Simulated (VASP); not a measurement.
# Be (P1) in VASP: relaxation of cell and atoms with PBE

Aim: the relaxation of cell and atoms of Be with PBE.

Program: VASP 6.6.1. These are calculated values, not measurements. Logs are shortened: lines on timing, memory, paths and dates and some standing lists are left out, and cuts for length are marked.

## 1. The cell of the first run

The typed cell holds 8 atoms: a = 4.535 Å, b = 4.507 Å, c = 4.470 Å, α = 58.60°, β = 60.42°, γ = 59.41°.

## 2. Relaxation of cell and atoms, PBE

The input, INCAR:

```
SYSTEM = Be
ALGO = Fast
EDIFF = 1E-6
EDIFFG = -0.015
ENCUT = 600
GGA = PE
IBRION = 2
ISIF = 3
ISMEAR = 0
LASPH = .True.
LCHARG = .False.
LREAL = .False.
LWAVE = .False.
NELM = 80
NSW = 100
PREC = Accurate
SIGMA = 0.1
```

The input, KPOINTS:

```
k-points
0
Gamma
  6 6 6
  0 0 0
```

The input, POSCAR:

```
Be
1.0
   -0.0125564466      3.1753034065      3.2377770312
    3.1943479770      0.0462925138      3.1789280707
    3.1991170841      3.1212235531      0.0415234068
Be
8
Direct
   -0.0013954178     -0.0297406701     -0.0220717082
   -0.0048032237     -0.0144604898      0.5105068305
   -0.0007399435      0.5169598279      1.0278351483
   -0.0026377029      0.4578511010      0.5401478577
    0.5099555519     -0.0079000556      1.0129088956
    0.4677153937      0.0334845761      0.4836227969
    0.5406359193      0.5157260640      0.9295868011
    0.4912694229      0.5280796465      0.5174633780
```

Potentials or basis: VASP PAW PBE potentials, release 64 (Be).

On the command line:

```sh
$ cat potpaw_PBE.64/Be/POTCAR > POTCAR
$ mpirun -np 1 vasp_std > vasp.out
```

OUTCAR:

```text
SYSTEM = Be
   EDIFF = 1E-6
   EDIFFG = -0.015
   ENCUT = 600
   GGA = PE
   IBRION = 2
   ISIF = 3
   ISMEAR = 0
   LASPH = .True.
   LREAL = .False.
   NELM = 80
   NSW = 100
   PREC = Accurate

 ion  position               nearest neighbor table
   1  0.999  0.970  0.978-   3 1.93   4 2.04   2 2.06   5 2.10   6 2.19   7 2.26   7 2.26   6 2.36
                             4 2.37
   2  0.995  0.986  0.511-   1 2.06   8 2.14   3 2.17   6 2.20   4 2.21   5 2.24   3 2.24   5 2.30
                             4 2.31   6 2.35   8 2.35
   3  0.999  0.517  0.028-   1 1.93   4 2.16   5 2.16   2 2.17   2 2.24   8 2.26   7 2.27   8 2.27
                             5 2.32   7 2.33   4 2.33
   4  0.997  0.458  0.540-   7 1.94   6 2.02   1 2.04   3 2.16   8 2.20   2 2.21   2 2.31   3 2.33
                             8 2.36   1 2.37
   5  0.510  0.992  0.013-   1 2.10   6 2.11   8 2.13   3 2.16   2 2.24   7 2.26   8 2.27   7 2.29
                             2 2.30   3 2.32   6 2.37
   6  0.468  0.033  0.484-   4 2.02   5 2.11   7 2.13   8 2.15   1 2.19   2 2.20   7 2.30   2 2.35
                             1 2.36   8 2.37   5 2.37
   7  0.541  0.516  0.930-   8 1.93   4 1.94   6 2.13   5 2.26   1 2.26   1 2.26   3 2.27   5 2.29
                             6 2.30   3 2.33
   8  0.491  0.528  0.517-   7 1.93   5 2.13   2 2.14   6 2.15   4 2.20   3 2.26   5 2.27   3 2.27
                             2 2.35   4 2.36   6 2.37

  LATTYP: Found a triclinic cell.
 ALAT       =     4.4696879958
 B/A-ratio  =     1.0083114665
 C/A-ratio  =     1.0138122806
 COS(alpha) =     0.0047026309
 COS(beta)  =     0.4923954969
 COS(gamma) =     0.5210236288

  Lattice vectors:

 A1 = (   3.1991170841,   3.1212235531,   0.0415234068)
 A2 = (   3.1943479770,   0.0462925138,   3.1789280707)
 A3 = (   3.2116735307,  -0.0540798534,  -3.1962536244)

Analysis of symmetry for initial positions (statically):
=====================================================================
 Subroutine PRICEL returns:
 Original cell was already a primitive cell.

 Routine SETGRP: Setting up the symmetry group for a
 triclinic supercell.

 Subroutine GETGRP returns: Found  1 space group operations
 (whereof  1 operations were pure point group operations)
 out of a pool of  2 trial point group operations.

The static configuration has the point symmetry C_1 .

Analysis of symmetry for dynamics (positions and initial velocities):
=====================================================================
 Subroutine PRICEL returns:
 Original cell was already a primitive cell.

 Routine SETGRP: Setting up the symmetry group for a
 triclinic supercell.

 Subroutine GETGRP returns: Found  1 space group operations
 (whereof  1 operations were pure point group operations)
 out of a pool of  2 trial point group operations.

The dynamic configuration has the point symmetry C_1 .

 Subroutine INISYM returns: Found  1 space group operations
 (whereof  1 operations are pure point group operations),
 and found     1 'primitive' translations

----------------------------------------------------------------------------------------

                                     Primitive cell

  volume of cell :      63.7975

  direct lattice vectors                    reciprocal lattice vectors
    -0.012556447  3.175303406  3.237777031    -0.155495484  0.157327843  0.153958684
     3.194347977  0.046292514  3.178928071     0.156338050 -0.162366071  0.159839477
     3.199117084  3.121223553  0.041523407     0.155870943  0.162741530 -0.158996912

  length of vectors
     4.534965214  4.506837658  4.469687996     0.269507277  0.276320439  0.275790817

  position of ions in fractional coordinates (direct lattice)
     0.998604582  0.970259330  0.977928292
     0.995196776  0.985539510  0.510506830
     0.999260056  0.516959828  0.027835148
     0.997362297  0.457851101  0.540147858
     0.509955552  0.992099944  0.012908896
     0.467715394  0.033484576  0.483622797
     0.540635919  0.515726064  0.929586801
     0.491269423  0.528079646  0.517463378

  ion indices of the primitive-cell ions
   primitive index   ion index
                 1           1
                 2           2
                 3           3
                 4           4
                 5           5
                 6           6
                 7           7
                 8           8

----------------------------------------------------------------------------------------

 KPOINTS: k-points

Automatic generation of k-mesh.
 Grid dimensions read from file:
 generate k-points for:    6    6    6

 Generating k-lattice:

  Cartesian coordinates                     Fractional coordinates (reciprocal lattice)
    -0.025915914  0.026221307  0.025659781     0.166666667  0.000000000  0.000000000
     0.026056342 -0.027061012  0.026639913     0.000000000  0.166666667  0.000000000
     0.025978491  0.027123588 -0.026499485     0.000000000  0.000000000  0.166666667

  Length of vectors
     0.044917880  0.046053407  0.045965136

  Shift w.r.t. Gamma in fractional coordinates (k-lattice)
     0.000000000  0.000000000  0.000000000

 Subroutine IBZKPT returns following result:
 ===========================================

 Found    112 irreducible k-points:

 Following reciprocal coordinates:
            Coordinates               Weight
  0.000000  0.000000  0.000000      1.000000
  0.166667  0.000000 -0.000000      2.000000
  0.333333  0.000000  0.000000      2.000000
  0.500000  0.000000 -0.000000      1.000000
  0.000000  0.166667 -0.000000      2.000000
  0.166667  0.166667 -0.000000      2.000000
[... 16 lines left out ...]
  0.333333  0.000000  0.166667      2.000000
  0.500000  0.000000  0.166667      2.000000
 [... further k-points ...]
   k-points           NKPTS =    112   k-points in BZ     NKDIM =    112   number of bands    NBANDS=     13
   number of dos      NEDOS =    301   number of ions     NIONS =      8
   total plane-waves  NPLWV =  46656
   dimension x,y,z NGX =    36 NGY =   36 NGZ =   36
   dimension x,y,z NGXF=    72 NGYF=   72 NGZF=   72
   ions per type =               8
   NGX,Y,Z   is equivalent  to a cutoff of  13.20, 13.28, 13.39 a.u.
   NGXF,Y,Z  is equivalent  to a cutoff of  26.39, 26.56, 26.78 a.u.
 SYSTEM =  Be
   PREC   = accura    normal or accurate (medium, high low for compatibility)
   ISTART =      0    job   : 0-new  1-cont  2-samecut
   ICHARG =      2    charge: 1-file 2-atom 10-const
   ISPIN  =      1    spin polarized calculation?
   LNONCOLLINEAR =      F non collinear calculations
   LSORBIT =      F    spin-orbit coupling
   LASPH  =      T    aspherical Exc in radial PAW
   ENCUT  =  600.0 eV  44.10 Ry    6.64 a.u.   9.06  9.00  8.93*2*pi/ulx,y,z
   NELM   =     80;   NELMIN=  2; NELMDL= -5     # of ELM steps
   EDIFF  = 0.1E-05   stopping-criterion for ELM
   LREAL  =      F    real-space projection
   EDIFFG = -.1E-01   stopping-criterion for IOM
   NSW    =    100    number of steps for IOM
   IBRION =      2    ionic relax: 0-MD 1-quasi-New 2-CG
   NFREE  =      1    steps in history (QN), initial steepest desc. (CG)
   ISIF   =      3    stress and relaxation
   ISYM   =      2    0-nonsym 1-usesym 2-fastsym
   POTIM  = 0.5000    time-step for ionic-motion
   TEBEG  =    0.0;   TEEND  =   0.0 temperature during run
   PSTRESS=    0.0 pullay stress
   NELECT =      16.0000    total number of electrons
   NUPDOWN=      -1.0000    fix difference up-down
   EMIN   =  10.00;   EMAX   =-10.00  energy-range for DOS
   EFERMI =   0.00;   METHOD = LEGACY
   ISMEAR =     0;   SIGMA  =   0.10  broadening in eV -4-tet -1-fermi 0-gaus
   EFERMI_NEDOS =   21; number of points for ismear=-14 and -15
   IALGO  =     68    algorithm
   IMIX   =      4    mixing-type and parameters
     AMIX     =   0.40;   BMIX     =  1.00
     AMIX_MAG =   1.60;   BMIX_MAG =  1.00
  volume/ion in A,a.u.               =       7.97        53.82
  Fermi-wavevector in a.u.,A,eV,Ry     =   1.032397  1.950948 14.501696  1.065845
  Thomas-Fermi vector in A             =   2.166593
   LORBIT       =      0    0 simple, 1 ext, 2 COOP (PROOUT), +10 PAW based schemes
   GGA     = PE    functional components
   LHFCALC =     F    Hartree Fock is set to
   AEXX    =    0.0000 exact exchange contribution
   IVDW    =     0    specifies the selected vdW correction
   LEPSILON=     F    determine dielectric tensor
   LRPA    =     F    only Hartree local field effects (RPA)
 conjugate gradient relaxation of ions
 non-spin polarized calculation
 RMM-DIIS sequential band-by-band and
 Gauss-broadening in eV      SIGMA  =   0.10
  energy-cutoff  :      600.00
  volume of cell :       63.80
 maximum number of plane-waves:      2149
   NGX = 19   NGY = 17   NGZ = 17

--------------------------------------- Ionic step        1  -------------------------------------------

 number of electron      16.0000000 magnetization

 Free energy of the ion-electron system (eV)
  ---------------------------------------------------
  ext. energy  EPLUGINS =         0.00000000
  ---------------------------------------------------
  free energy    TOTEN  =       -28.27189278 eV

  energy without entropy =      -28.26842347  energy(sigma->0) =      -28.27015813

------------------------ aborting loop because EDIFF is reached ----------------------------------------

  FORCE on cell =-STRESS in cart. coord.  units (eV):
  Direction    XX          YY          ZZ          XY          YZ          ZX
  --------------------------------------------------------------------------------------
  -------------------------------------------------------------------------------------
  Total        2.3409459      2.2426672      0.9132457      0.7635259     -2.3242518      0.2731039
  in kB       58.7893017     56.3211811     22.9347784     19.1747942    -58.3700563      6.8585911
  external PRESSURE =      46.0150871 kB  Pullay stress =       0.0000000 kB
[... 107 lines left out ...]
  FREE ENERGIE OF THE ION-ELECTRON SYSTEM (eV)
  ---------------------------------------------------
  free  energy   TOTEN  =       -29.3462971275 eV

  energy  without entropy=      -29.3433046285  energy(sigma->0) =      -29.34480088

[... ionic steps 4 to 7 ...]

--------------------------------------- Ionic step        8  -------------------------------------------

 number of electron      16.0000000 magnetization

------------------------ aborting loop because EDIFF is reached ----------------------------------------

  FORCE on cell =-STRESS in cart. coord.  units (eV):
  Direction    XX          YY          ZZ          XY          YZ          ZX
  --------------------------------------------------------------------------------------
  -------------------------------------------------------------------------------------
  Total        0.0253861     -0.0639892     -0.0465949      0.0037149     -0.0383263     -0.0033676
  in kB        0.6438589     -1.6229361     -1.1817712      0.0942203     -0.9720577     -0.0854120
  external PRESSURE =      -0.7202828 kB  Pullay stress =       0.0000000 kB
[... 69 lines left out ...]
  energy  without entropy=      -29.5361844458  energy(sigma->0) =      -29.53768016

--------------------------------------- Ionic step       10  -------------------------------------------

 number of electron      16.0000000 magnetization

 Free energy of the ion-electron system (eV)
  ---------------------------------------------------
  ext. energy  EPLUGINS =         0.00000000
  ---------------------------------------------------
  free energy    TOTEN  =       -29.53928870 eV

  energy without entropy =      -29.53629042  energy(sigma->0) =      -29.53778956

 E-fermi :   7.6583     XC(G=0): -10.6169

 val. band max:        7.5460332509   @ k =   0.0000   0.0000   0.0000
 cond. band min:       7.7529467530   @ k =  -0.1667  -0.0000   0.1667
 fundamental gap:      0.2069135021
 Fermi energy:         7.6583423054

 k-point     1 :       0.0000    0.0000    0.0000
  band No.  band energies     occupation
      1      -4.3243      2.00000
      2       2.2562      2.00000
      3       2.2564      2.00000
      4       2.2569      2.00000
      5       2.2572      2.00000
      6       4.8730      2.00000
      7       4.8757      2.00000
      8       4.8777      2.00000
      9       7.5440      1.89428
     10       7.5444      1.89292
     11       7.5455      1.88957
     12       7.5460      1.88778
     13      11.3683      0.00000
[... 353 lines left out ...]
 k-point    24 :       0.5000    0.0000    0.1667
  band No.  band energies     occupation
      1      -2.4814      2.00000
      2      -1.5691      2.00000
      3       1.2176      2.00000
      4       2.0818      2.00000
      5       2.0825      2.00000
      6       4.6530      2.00000
      7       4.6955      2.00000
      8       4.6966      2.00000
      9       7.9899      0.00000
     10       9.5106      0.00000
     11       9.5131      0.00000
     12      10.9859      0.00000
     13      10.9887      0.00000

 [... further k-points ...]
[... 5 lines left out ...]
  --------------------------------------------------------------------------------------
  -------------------------------------------------------------------------------------
  Total        0.0008661      0.0226519      0.0132676     -0.0001515      0.0041602     -0.0013145
  in kB        0.0219854      0.5749970      0.3367843     -0.0038467      0.1056032     -0.0333665
  external PRESSURE =       0.3112555 kB  Pullay stress =       0.0000000 kB
[... 23 lines left out ...]
  FREE ENERGIE OF THE ION-ELECTRON SYSTEM (eV)
  ---------------------------------------------------
  free  energy   TOTEN  =       -29.5392886950 eV

  energy  without entropy=      -29.5362904238  energy(sigma->0) =      -29.53778956

 reached required accuracy - stopping structural energy minimisation
```

It took 9 min on 1 thread of Intel Xeon Platinum 8259CL at 2.50GHz (Skylake/Cascade Lake), shared host; peak memory 0.26 GiB.

What came out:

- Free energy: -29.5393 eV
- Relaxed volume: 7.89 Å³/atom
- Relaxed cell: a = 4.469 Å, b = 4.469 Å, c = 4.469 Å, α = 60.00°, β = 60.01°, γ = 60.00°
- Space group after relaxing (to 0.05 Å): Fm-3m (No. 225)
- Energy gained by relaxing: 158.4 meV/atom
- Ionic steps: 10
- Pressure after relaxing: 0.0 GPa
- Largest force after relaxing: 0.006 eV/Å
- Band gap on the k mesh: zero (band 8 reaches 8.50 eV, above the bottom of band 9 at 7.54 eV)

Forces in eV/Å, atoms in the order of the input:
```
Be  -0.002 -0.002  0.000
Be   0.005  0.003  0.000
Be  -0.002 -0.003  0.001
Be  -0.001 -0.004  0.002
Be   0.002 -0.001  0.002
Be  -0.004  0.005 -0.002
Be  -0.001 -0.001 -0.003
Be   0.003  0.003  0.001
```

The path:
```csv
step,energy change (eV),largest force (eV/Å),pressure (GPa),volume (Å³)
1,0.0000,3.1589,4.60,63.80
2,-0.9678,0.9700,-3.99,65.92
3,-1.0744,0.5359,-6.39,67.02
4,-1.2217,0.3828,-1.18,63.82
5,-1.2328,0.3759,0.87,62.76
6,-1.2594,0.1821,0.47,62.91
7,-1.2652,0.0797,0.24,63.01
8,-1.2671,0.0289,-0.07,63.17
9,-1.2673,0.0154,-0.20,63.24
10,-1.2674,0.0063,0.03,63.12
```

Final structure:
```
Be
1.0
    -0.00006    3.15926    3.16037
     3.16068   -0.00031    3.16002
     3.16025    3.16008    0.00018
Be
8
Direct
  0.00000 0.99999 0.00006
  0.00003 0.99993 0.49990
  0.00004 0.49995 0.00010
  0.99997 0.49994 0.50014
  0.50006 0.99993 0.99998
  0.49988 0.00018 0.49992
  0.50005 0.50008 0.99996
  0.49998 0.50000 0.49993
```
